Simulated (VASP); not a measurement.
Runs of VASP 6.6.1 on ZnO. The structure is that of space group Fm-3m (No. 225), or close to it. The cells are those of the table. 

| level | cell | cutoff (eV) | smearing | gap on the mesh (eV) | pressure (GPa) |
| --- | --- | --- | --- | --- | --- |
| PBE | a = 3.044 Å, angles 56.9°, 2 atoms | 1340 | fermi-dirac 0.02 eV | (a) | 19.4 |
| PBE | a = 3.018, b = 3.018, c = 3.044 Å, angles 59.7, 59.7, 59.4°, 2 atoms | 1340 | fermi-dirac 0.02 eV | (b) | 9.0 |
| r2SCAN | a = 3.018, b = 3.018, c = 3.044 Å, angles 59.7, 59.7, 59.4°, 2 atoms | 1480 | gaussian 0.01 eV | 1.54 | 1.2 |
| r2SCAN | a = 3.044 Å, angles 56.9°, 2 atoms | 1480 | gaussian 0.01 eV | 1.68 | 11.3 |

Alike in all rows: task single point; potentials or basis VASP PAW PBE potentials, release 64 (Zn, O_h); no spin polarisation; k mesh 10 × 10 × 10.

Question: Estimate the missing entries.

Answer: (a) 1.03; (b) 0.91.

Caveats: the structure was generated, so it needn't be the stable form of ZnO; the cell stands under pressure (at least some runs); the PAW data sets were made with another functional, which shifts forces and pressure a little (at least some runs).

A k mesh can miss the band edges.
